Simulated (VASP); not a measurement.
# CrCo3 (P-6m2) in VASP: a series of runs

CrCo3 is run at these levels: LDA; tasks: single point.

All numbers are computed with VASP 6.6.1; they aren't measurements. Logs are shortened: lines on timing, memory, paths and dates and some standing lists are left out, and cuts for length are marked.

### 1 The cell of the first run

Symmetry: P-6m2, No. 187, hexagonal system. Conventional cell: a = 2.504 Å, b = 2.504 Å, c = 8.000 Å, α = 90.00°, β = 90.00°, γ = 120.00°. Within 3.3 Å of Cr (site symmetry -6m2) lie 6 Co at 2.46 Å and 6 Cr at 2.50 Å. Within 3.3 Å of Co (site symmetry -6m2) lie 12 Co at 2.47 to 2.50 Å. Co (site symmetry 3m) has 3 Cr at 2.46 Å and 9 Co at 2.47 to 2.50 Å within 3.3 Å.

### 2 Single point, LDA, collinear spin, ferromagnetic start

The input, INCAR:

```
ALGO = Normal
EDIFF = 1E-6
ENCUT = 520
GGA = CA
ISIF = 2
ISMEAR = -1
ISPIN = 2
LASPH = True
LCHARG = False
LMAXMIX = 4
LORBIT = 11
LREAL = False
LWAVE = False
MAGMOM = 3 2.5 2.5 2.5
NBANDS = 32
NELM = 150
PREC = Accurate
SIGMA = 0.3
```

The input, KPOINTS:

```
k-points
0
Gamma
  4 4 1
```

The input, POSCAR:

```
CrCo3
1.0
    2.5043474200      0.0000000000      0.0000000000
   -1.2521737100      2.1688284900      0.0000000000
    0.0000000000      0.0000000000      8.0001180000
Cr Co
1 3
Direct
    0.6666666684      0.3333333287      0.0000000000
    0.6666666684      0.3333333287      0.5000000000
    0.3333333293      0.6666666667      0.2492960004
    0.3333333293      0.6666666667      0.7507039996
```

Potentials or basis: VASP PAW LDA potentials, release 64 (Cr_pv, Co).

Started as:

```bash
cat potpaw_LDA.64/Cr_pv/POTCAR potpaw_LDA.64/Co/POTCAR > POTCAR
mpirun -np 1 vasp_std > vasp.out
```

OUTCAR:

```text
EDIFF = 1E-6
   ENCUT = 520
   GGA = CA
   ISIF = 2
   ISMEAR = -1
   ISPIN = 2
   LASPH = True
   LORBIT = 11
   LREAL = False
   NELM = 150
   PREC = Accurate

 ion  position               nearest neighbor table
   1  0.667  0.333  0.000-   3 2.46   4 2.46   3 2.46   4 2.46   3 2.46   4 2.46
   2  0.667  0.333  0.500-   3 2.47   4 2.47   3 2.47   4 2.47   3 2.47   4 2.47
   3  0.333  0.667  0.249-   1 2.46   1 2.46   1 2.46   2 2.47   2 2.47   2 2.47
   4  0.333  0.667  0.751-   1 2.46   1 2.46   1 2.46   2 2.47   2 2.47   2 2.47

  LATTYP: Found a hexagonal cell.
 ALAT       =     2.5043474200
 C/A-ratio  =     3.1944920805

  Lattice vectors:

 A1 = (   2.5043474200,   0.0000000000,   0.0000000000)
 A2 = (  -1.2521737100,   2.1688284900,   0.0000000000)
 A3 = (   0.0000000000,   0.0000000000,   8.0001180000)

Analysis of symmetry for initial positions (statically):
=====================================================================
 Subroutine PRICEL returns:
 Original cell was already a primitive cell.

 Routine SETGRP: Setting up the symmetry group for a
 hexagonal supercell.

 Subroutine GETGRP returns: Found 12 space group operations
 (whereof 12 operations were pure point group operations)
 out of a pool of 24 trial point group operations.

The static configuration has the point symmetry D_3h.

Analysis of symmetry for dynamics (positions and initial velocities):
=====================================================================
 Subroutine PRICEL returns:
 Original cell was already a primitive cell.

 Routine SETGRP: Setting up the symmetry group for a
 hexagonal supercell.

 Subroutine GETGRP returns: Found 12 space group operations
 (whereof 12 operations were pure point group operations)
 out of a pool of 24 trial point group operations.

The dynamic configuration has the point symmetry D_3h.

Analysis of structural, dynamic, and magnetic symmetry:
=====================================================================
 Subroutine PRICEL returns:
 Original cell was already a primitive cell.

 Routine SETGRP: Setting up the symmetry group for a
 hexagonal supercell.

 Subroutine GETGRP returns: Found 12 space group operations
 (whereof 12 operations were pure point group operations)
 out of a pool of 24 trial point group operations.

[... 107 lines left out ...]
   LORBIT       =     11    0 simple, 1 ext, 2 COOP (PROOUT), +10 PAW based schemes
   GGA     = CA    functional components
   LHFCALC =     F    Hartree Fock is set to
   AEXX    =    0.0000 exact exchange contribution
   IVDW    =     0    specifies the selected vdW correction
   LEPSILON=     F    determine dielectric tensor
   LRPA    =     F    only Hartree local field effects (RPA)
 spin polarized calculation
  energy-cutoff  :      520.00
  volume of cell :       43.45
 maximum number of plane-waves:      1186
 NGX is ok and might be reduce to    20
   NGX =  9   NGY =  9   NGZ = 29

 number of electron      38.9999991 magnetization       0.0357328

 number of electron      38.9999991 magnetization      -0.0003585

 Free energy of the ion-electron system (eV)
  ---------------------------------------------------
  ext. energy  EPLUGINS =         0.00000000
  ---------------------------------------------------
  free energy    TOTEN  =       -35.76534802 eV

  energy without entropy =      -33.92936131  energy(sigma->0) =      -34.84735467

 E-fermi :  10.3488     XC(G=0): -13.8916

 val. band max:       10.3476550122   @ k =   0.2500   0.0000   0.0000
 cond. band min:      10.3717713398   @ k =   0.2500   0.2500   0.0000
 fundamental gap:      0.0241163276
 Fermi energy:        10.3488343281

 spin component 1

 k-point     1 :       0.0000    0.0000    0.0000
  band No.  band energies     occupation
      1     -32.3517      1.00000
      2     -31.7622      1.00000
      3     -31.7622      1.00000
      4       1.6677      1.00000
      5       3.8520      1.00000
      6       4.2507      1.00000
[... 125 lines left out ...]
     30      20.4010      0.00000
     31      21.1781      0.00000
 Fermi energy:        10.3488343281

 spin component 2

 k-point     1 :       0.0000    0.0000    0.0000
  band No.  band energies     occupation
      1     -32.3516      1.00000
      2     -31.7622      1.00000
      3     -31.7622      1.00000
      4       1.6677      1.00000
      5       3.8521      1.00000
      6       4.2506      1.00000
[... 125 lines left out ...]
     30      20.4009      0.00000
     31      21.1781      0.00000
 [bands above 31 left out]

------------------------ aborting loop because EDIFF is reached ----------------------------------------

  FORCE on cell =-STRESS in cart. coord.  units (eV):
  Direction    XX          YY          ZZ          XY          YZ          ZX
  --------------------------------------------------------------------------------------
  -------------------------------------------------------------------------------------
  Total       -5.4374966     -5.4374966     -5.4015001      0.0000000      0.0000000     -0.0000000
  in kB     -200.4903164   -200.4903172   -199.1630618      0.0000000      0.0000000     -0.0000000
  external PRESSURE =    -200.0478985 kB  Pullay stress =       0.0000000 kB

 VOLUME and BASIS-vectors are now :
 -----------------------------------------------------------------------------
  energy-cutoff  :      520.00
  volume of cell :       43.45
      direct lattice vectors                 reciprocal lattice vectors
     2.504347420  0.000000000  0.000000000     0.399305620  0.230539207  0.000000000
    -1.252173710  2.168828490  0.000000000     0.000000000  0.461078414  0.000000000
     0.000000000  0.000000000  8.000118000     0.000000000  0.000000000  0.124998156

 POSITION                                       TOTAL-FORCE (eV/Angst)
 -----------------------------------------------------------------------------------
      1.25217      0.72294      0.00000        -0.000000      0.000000      0.000000
      1.25217      0.72294      4.00006         0.000000      0.000000      0.000000
     -0.00000      1.44589      1.99440         0.000000     -0.000000     -0.025007
     -0.00000      1.44589      6.00572         0.000000      0.000000      0.025007
 -----------------------------------------------------------------------------------
    total drift:                               -0.000006      0.000006     -0.000000

  FREE ENERGIE OF THE ION-ELECTRON SYSTEM (eV)
  ---------------------------------------------------
  free  energy   TOTEN  =       -35.7653480188 eV

  energy  without entropy=      -33.9293613140  energy(sigma->0) =      -34.84735467

 total charge

# of ion       s       p       d       tot
------------------------------------------
    1        0.435   6.376   4.261  11.072
    2        0.486   0.487   7.312   8.285
    3        0.503   0.523   7.333   8.358
    4        0.503   0.523   7.333   8.358
--------------------------------------------------
tot          1.927   7.908  26.239  36.074

 magnetization (x)

# of ion       s       p       d       tot
------------------------------------------
    1       -0.000  -0.000   0.000   0.000
    2        0.000   0.000  -0.001  -0.001
    3        0.000   0.000   0.000   0.000
    4        0.000   0.000   0.000   0.000
--------------------------------------------------
tot          0.000   0.000  -0.001  -0.001
```

stdout:

```text
POSCAR found type information on POSCAR CrCo
 POSCAR found :  2 types and       4 ions
 scaLAPACK will be used
 LDA part: xc-table for (Slater(with rela. corr.)+CA(PZ))
 , standard interpolation
 POSCAR, INCAR and KPOINTS ok, starting setup
 FFT: planning ... GRIDC
 FFT: planning ... GRID_SOFT
 FFT: planning ... GRID
 WAVECAR not read
 entering main loop
```

Run time: 28 s. Hardware: 1 thread of Intel Xeon Platinum 8488C (Sapphire Rapids), shared host; peak memory 0.15 GiB.

What came out:

```
Free energy                                           : -35.7653 eV
Pressure                                              : -20.0 GPa
Largest force                                         : 0.025 eV/Å
Net moment                                            : 0.00 μB per cell
Valence electrons inside the program's atomic spheres : Cr 11.07; Co 8.29, 8.36 (each value once)
```

Forces on the atoms (eV/Å):
```
Cr   0.000  0.000  0.000
Co   0.000  0.000  0.000
Co   0.000  0.000 -0.025
Co   0.000  0.000  0.025
```

Stress tensor (GPa, compression positive):
```
-20.05   0.00   0.00
  0.00 -20.05   0.00
  0.00   0.00 -19.92
```

Levels at points of the mesh, in eV from the Fermi level:
Spin up:
```
           k point  band 16  band 17  band 18  band 19  band 20  band 21  band 22  band 23  band 24  band 25
(0.00, 0.00, 0.00)    -1.29    -0.97    -0.97    -0.83    -0.83    -0.02    -0.02     0.21     0.21     0.35
(0.50, 0.00, 0.00)    -0.45    -0.24     0.24     0.30     0.32     0.38     1.39     2.08     2.33     2.54
```
Spin down:
| k point | band 16 | band 17 | band 18 | band 19 | band 20 | band 21 | band 22 | band 23 | band 24 | band 25 |
| --- | --- | --- | --- | --- | --- | --- | --- | --- | --- | --- |
| (0.00, 0.00, 0.00) | -1.29 | -0.97 | -0.97 | -0.83 | -0.83 | -0.02 | -0.02 | 0.21 | 0.21 | 0.35 |
| (0.50, 0.00, 0.00) | -0.45 | -0.24 | 0.24 | 0.30 | 0.32 | 0.38 | 1.39 | 2.08 | 2.33 | 2.55 |

Caveat: the k points lie up to 0.79 Å⁻¹ apart; so wide a smearing shifts energies and pressures; an empty level that is flat over the whole mesh can mark a ghost state of the potentials, or a narrow d or f band.

[end of part 1 of 2]
